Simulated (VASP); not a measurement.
# ZnB2S2 in VASP: single point with PBE

Aim: the single point of ZnB2S2 with PBE.

Program: VASP 6.6.1. These are calculated values, not measurements. Logs are shortened: lines on timing, memory, paths and dates and some standing lists are left out, and cuts for length are marked.

### Step 1. The cell of the first run

The cell holds a sheet with vacuum, 5 atoms: a = 3.144 Å, b = 3.144 Å, c = 18.000 Å, α = 90.00°, β = 90.00°, γ = 120.00°.

### Step 2. Single point, PBE

The input, INCAR:

```
SYSTEM = ZnB2S2
PREC = Accurate
ENCUT = 520
EDIFF = 1E-7
ISMEAR = 0
SIGMA = 0.1
LREAL = .False.
LASPH = .True.
NELM = 60
ALGO = Normal
ISIF = 2
LWAVE = .False.
LCHARG = .False.
LDIPOL = .True.
IDIPOL = 3
DIPOL = 0.5 0.5 0.499
GGA = PE
NBANDS = 23
```

The input, KPOINTS:

```
regular mesh
0
Gamma
  6 6 1
  0 0 0
```

The input, POSCAR:

```
ZnB2S2
1.0
    3.1442290000      0.0000000000      0.0000000000
   -1.5721145000      2.7229821900      0.0000000000
    0.0000000000      0.0000000000     18.0000000000
Zn B S
1 2 2
Direct
    0.0000000000      0.0000000000      0.4930000000
    0.3333333300      0.6666666700      0.4068797800
    0.6666666700      0.3333333300      0.4068797800
    0.3333333300      0.6666666700      0.5931202200
    0.6666666700      0.3333333300      0.5931202200
```

Potentials or basis: VASP PAW PBE potentials, release 64 (Zn, B, S).

The run is started by

```
> cat potpaw_PBE.64/Zn/POTCAR potpaw_PBE.64/B/POTCAR potpaw_PBE.64/S/POTCAR > POTCAR
> mpirun -np 1 vasp_std > vasp.out
```

OUTCAR:

```text
SYSTEM = ZnB2S2
   PREC = Accurate
   ENCUT = 520
   EDIFF = 1E-7
   ISMEAR = 0
   LREAL = .False.
   LASPH = .True.
   NELM = 60
   ISIF = 2
   GGA = PE

 ion  position               nearest neighbor table
   1  0.000  0.000  0.493-   2 2.39   3 2.39   3 2.39   2 2.39   3 2.39   2 2.39   4 2.56   5 2.56
                             5 2.56   4 2.56   4 2.56   5 2.56
   2  0.333  0.667  0.407-   3 1.82   3 1.82   3 1.82   1 2.39   1 2.39   1 2.39
   3  0.667  0.333  0.407-   2 1.82   2 1.82   2 1.82   1 2.39   1 2.39   1 2.39
   4  0.333  0.667  0.593-   5 1.82   5 1.82   5 1.82   1 2.56   1 2.56   1 2.56
   5  0.667  0.333  0.593-   4 1.82   4 1.82   4 1.82   1 2.56   1 2.56   1 2.56

  LATTYP: Found a hexagonal cell.
 ALAT       =     3.1442290000
 C/A-ratio  =     5.7247738635

  Lattice vectors:

 A1 = (   3.1442290000,   0.0000000000,   0.0000000000)
 A2 = (  -1.5721145000,   2.7229821900,   0.0000000000)
 A3 = (   0.0000000000,   0.0000000000,  18.0000000000)

Analysis of symmetry for initial positions (statically):
=====================================================================
 Subroutine PRICEL returns:
 Original cell was already a primitive cell.

 Routine SETGRP: Setting up the symmetry group for a
 hexagonal supercell.

 Subroutine GETGRP returns: Found 12 space group operations
 (whereof 12 operations were pure point group operations)
 out of a pool of 24 trial point group operations.

The static configuration has the point symmetry C_6v.

Analysis of symmetry for dynamics (positions and initial velocities):
=====================================================================
 Subroutine PRICEL returns:
 Original cell was already a primitive cell.

 Routine SETGRP: Setting up the symmetry group for a
 hexagonal supercell.

 Subroutine GETGRP returns: Found 12 space group operations
 (whereof 12 operations were pure point group operations)
 out of a pool of 24 trial point group operations.

The dynamic configuration has the point symmetry C_6v.

 Subroutine INISYM returns: Found 12 space group operations
 (whereof 12 operations are pure point group operations),
 and found     1 'primitive' translations

----------------------------------------------------------------------------------------

                                     Primitive cell

  volume of cell :     154.1102

  direct lattice vectors                    reciprocal lattice vectors
     3.144229000  0.000000000  0.000000000     0.318042992  0.183622207  0.000000000
    -1.572114500  2.722982190  0.000000000     0.000000000  0.367244414  0.000000000
     0.000000000  0.000000000 18.000000000     0.000000000  0.000000000  0.055555556

  length of vectors
     3.144229000  3.144229001 18.000000000     0.367244415  0.367244414  0.055555556

  position of ions in fractional coordinates (direct lattice)
     0.000000000  0.000000000  0.493000000
     0.333333330  0.666666670  0.406879780
     0.666666670  0.333333330  0.406879780
     0.333333330  0.666666670  0.593120220
     0.666666670  0.333333330  0.593120220

  ion indices of the primitive-cell ions
   primitive index   ion index
                 1           1
                 2           2
                 3           3
                 4           4
                 5           5

----------------------------------------------------------------------------------------

 KPOINTS: regular mesh

Automatic generation of k-mesh.
 Grid dimensions read from file:
 generate k-points for:    6    6    1

 Generating k-lattice:

  Cartesian coordinates                     Fractional coordinates (reciprocal lattice)
     0.053007165  0.030603701  0.000000000     0.166666667  0.000000000  0.000000000
     0.000000000  0.061207402  0.000000000     0.000000000  0.166666667  0.000000000
     0.000000000  0.000000000  0.055555556     0.000000000  0.000000000  1.000000000

  Length of vectors
     0.061207402  0.061207402  0.055555556

  Shift w.r.t. Gamma in fractional coordinates (k-lattice)
     0.000000000  0.000000000  0.000000000

 Subroutine IBZKPT returns following result:
 ===========================================

 Found      7 irreducible k-points:

 Following reciprocal coordinates:
            Coordinates               Weight
  0.000000  0.000000  0.000000      1.000000
  0.166667  0.000000  0.000000      6.000000
  0.333333  0.000000  0.000000      6.000000
  0.500000  0.000000  0.000000      3.000000
  0.166667  0.166667  0.000000      6.000000
  0.333333  0.166667  0.000000     12.000000
  0.333333  0.333333  0.000000      2.000000
   k-points           NKPTS =      7   k-points in BZ     NKDIM =      7   number of bands    NBANDS=     23
   number of dos      NEDOS =    301   number of ions     NIONS =      5
   total plane-waves  NPLWV =  80640
   dimension x,y,z NGX =    24 NGY =   24 NGZ =  140
   dimension x,y,z NGXF=    48 NGYF=   48 NGZF=  280
   ions per type =               1   2   2
   NGX,Y,Z   is equivalent  to a cutoff of  12.69, 12.69, 12.93 a.u.
   NGXF,Y,Z  is equivalent  to a cutoff of  25.38, 25.38, 25.86 a.u.
 SYSTEM =  ZnB2S2
   PREC   = accura    normal or accurate (medium, high low for compatibility)
   ISTART =      0    job   : 0-new  1-cont  2-samecut
   ICHARG =      2    charge: 1-file 2-atom 10-const
   ISPIN  =      1    spin polarized calculation?
   LNONCOLLINEAR =      F non collinear calculations
   LSORBIT =      F    spin-orbit coupling
   LASPH  =      T    aspherical Exc in radial PAW
   ENCUT  =  520.0 eV  38.22 Ry    6.18 a.u.   5.85  5.85 33.47*2*pi/ulx,y,z
   NELM   =     60;   NELMIN=  2; NELMDL= -5     # of ELM steps
   EDIFF  = 0.1E-06   stopping-criterion for ELM
   LREAL  =      F    real-space projection
   EDIFFG = 0.1E-05   stopping-criterion for IOM
   NSW    =      0    number of steps for IOM
   IBRION =     -1    ionic relax: 0-MD 1-quasi-New 2-CG
   NFREE  =      0    steps in history (QN), initial steepest desc. (CG)
   ISIF   =      2    stress and relaxation
   ISYM   =      2    0-nonsym 1-usesym 2-fastsym
   POTIM  = 0.5000    time-step for ionic-motion
   TEBEG  =    0.0;   TEEND  =   0.0 temperature during run
   PSTRESS=    0.0 pullay stress
   NELECT =      30.0000    total number of electrons
   NUPDOWN=      -1.0000    fix difference up-down
   EMIN   =  10.00;   EMAX   =-10.00  energy-range for DOS
   EFERMI =   0.00;   METHOD = LEGACY
   ISMEAR =     0;   SIGMA  =   0.10  broadening in eV -4-tet -1-fermi 0-gaus
   EFERMI_NEDOS =   21; number of points for ismear=-14 and -15
   IALGO  =     38    algorithm
   IMIX   =      4    mixing-type and parameters
     AMIX     =   0.40;   BMIX     =  1.00
     AMIX_MAG =   1.60;   BMIX_MAG =  1.00
  volume/ion in A,a.u.               =      30.82       208.00
  Fermi-wavevector in a.u.,A,eV,Ry     =   0.948793  1.792959 12.248073  0.900208
  Thomas-Fermi vector in A             =   2.077015
   LORBIT       =      0    0 simple, 1 ext, 2 COOP (PROOUT), +10 PAW based schemes
   GGA     = PE    functional components
   LHFCALC =     F    Hartree Fock is set to
   AEXX    =    0.0000 exact exchange contribution
   IVDW    =     0    specifies the selected vdW correction
   LEPSILON=     F    determine dielectric tensor
   LRPA    =     F    only Hartree local field effects (RPA)
 non-spin polarized calculation
 Gauss-broadening in eV      SIGMA  =   0.10
  energy-cutoff  :      520.00
  volume of cell :      154.11
 maximum number of plane-waves:      4176
 NGX is ok and might be reduce to    24
   NGX = 11   NGY = 11   NGZ = 67

 dipolmoment           0.000000      0.000000      0.359052 electrons x Angstroem

 number of electron      29.9999980 magnetization

 dipolmoment           0.000000      0.000000     -0.131842 electrons x Angstroem

 Free energy of the ion-electron system (eV)
  ---------------------------------------------------
  ext. energy  EPLUGINS =         0.00000000
  ---------------------------------------------------
  free energy    TOTEN  =       -13.00047984 eV

  energy without entropy =      -12.98526893  energy(sigma->0) =      -12.99287438

 E-fermi :  -0.5910     XC(G=0):  -4.7273

 val. band max:       -0.6028666137   @ k =   0.5000   0.0000   0.0000
 cond. band min:      -0.0826697899   @ k =   0.1667   0.0000   0.0000
 fundamental gap:      0.5201968238
 Fermi energy:        -0.5909780835

 k-point     1 :       0.0000    0.0000    0.0000
  band No.  band energies     occupation
      1     -23.1403      2.00000
      2     -12.3310      2.00000
      3     -10.2289      2.00000
      4      -9.6164      2.00000
      5      -9.6164      2.00000
      6      -7.8387      2.00000
[... 15 lines left out ...]
     22       6.3644      0.00000
     23       6.4390      0.00000

 k-point     2 :       0.1667    0.0000    0.0000
  band No.  band energies     occupation
      1     -22.6747      2.00000
      2     -11.9525      2.00000
      3     -11.8215      2.00000
      4     -10.2039      2.00000
      5      -9.9060      2.00000
      6      -7.8293      2.00000
[... 15 lines left out ...]
     22       6.1443      0.00000
     23       6.2841      0.00000

 k-point     3 :       0.3333    0.0000    0.0000
  band No.  band energies     occupation
      1     -21.3406      2.00000
      2     -15.3712      2.00000
      3     -11.0540      2.00000
      4     -10.4615      2.00000
      5      -9.1689      2.00000
      6      -8.0533      2.00000
[... 15 lines left out ...]
     22       5.2893      0.00000
     23       6.2947      0.00000

 k-point     4 :       0.5000    0.0000    0.0000
  band No.  band energies     occupation
      1     -19.9448      2.00000
      2     -17.5363      2.00000
      3     -11.3915      2.00000
      4      -8.9401      2.00000
      5      -8.6497      2.00000
      6      -8.4387      2.00000
[... 15 lines left out ...]
     22       7.7559      0.00000
     23       7.8712      0.00000

 k-point     5 :       0.1667    0.1667    0.0000
  band No.  band energies     occupation
      1     -21.7674      2.00000
      2     -14.2346      2.00000
      3     -11.5410      2.00000
      4     -10.8752      2.00000
      5      -9.3438      2.00000
      6      -7.9633      2.00000
[... 15 lines left out ...]
     22       6.1747      0.00000
     23       6.9449      0.00000

 k-point     6 :       0.3333    0.1667    0.0000
  band No.  band energies     occupation
      1     -20.1344      2.00000
      2     -16.9078      2.00000
      3     -12.5815      2.00000
      4      -9.2754      2.00000
      5      -8.6907      2.00000
      6      -8.1833      2.00000
[... 15 lines left out ...]
     22       7.2429      0.00000
     23       8.0820      0.00000

 k-point     7 :       0.3333    0.3333    0.0000
  band No.  band energies     occupation
      1     -18.4692      2.00000
      2     -18.4692      2.00000
      3     -13.6939      2.00000
      4      -8.4582      2.00000
      5      -8.4582      2.00000
      6      -8.0882      2.00000
[... 15 lines left out ...]
     22       6.8874      0.00000
     23       9.1233      0.00000

------------------------ aborting loop because EDIFF is reached ----------------------------------------

 vacuum level on the upper side and lower side of the slab       (xc-potential included)        -1.398         1.340

  FORCE on cell =-STRESS in cart. coord.  units (eV):
  Direction    XX          YY          ZZ          XY          YZ          ZX
  --------------------------------------------------------------------------------------
  -------------------------------------------------------------------------------------
  Total       26.2727478     26.2727478      4.8103391      0.0000000      0.0000000      0.0000000
  in kB      273.1395589    273.1395590     50.0097633      0.0000000      0.0000000      0.0000000
  external PRESSURE =     198.7629604 kB  Pullay stress =       0.0000000 kB

 VOLUME and BASIS-vectors are now :
 -----------------------------------------------------------------------------
  energy-cutoff  :      520.00
  volume of cell :      154.11
      direct lattice vectors                 reciprocal lattice vectors
     3.144229000  0.000000000  0.000000000     0.318042992  0.183622207  0.000000000
    -1.572114500  2.722982190  0.000000000     0.000000000  0.367244414  0.000000000
     0.000000000  0.000000000 18.000000000     0.000000000  0.000000000  0.055555556

 POSITION                                       TOTAL-FORCE (eV/Angst)
 -----------------------------------------------------------------------------------
      0.00000      0.00000      8.87400         0.000000     -0.000000     -3.228513
     -0.00000      1.81532      7.32384        -0.000000     -0.000000      0.147612
      1.57211      0.90766      7.32384         0.000000     -0.000000      0.147612
     -0.00000      1.81532     10.67616        -0.000000      0.000000      1.466644
      1.57211      0.90766     10.67616        -0.000000     -0.000000      1.466644
 -----------------------------------------------------------------------------------
    total drift:                                0.000000      0.000000      0.000358

  FREE ENERGIE OF THE ION-ELECTRON SYSTEM (eV)
  ---------------------------------------------------
  free  energy   TOTEN  =       -13.0004798388 eV

  energy  without entropy=      -12.9852689274  energy(sigma->0) =      -12.99287438

 vacuum level on the upper side and lower side of the slab         2.858         5.654
```

It took 61 s on 1 thread of Intel Xeon 6975P-C, shared host; peak memory 0.27 GiB.

Results:

```
Free energy            : -13.0005 eV
Largest force          : 3.229 eV/Å
Band gap on the k mesh : zero (band 15 reaches 0.94 eV, above the bottom of band 16 at -1.29 eV)
```

Forces in eV/Å, atoms in the order of the input:
```
Zn   0.000  0.000 -3.229
B    0.000  0.000  0.148
B    0.000  0.000  0.148
S    0.000  0.000  1.467
S    0.000  0.000  1.467
```

Caveat: the k points lie up to 0.38 Å⁻¹ apart.
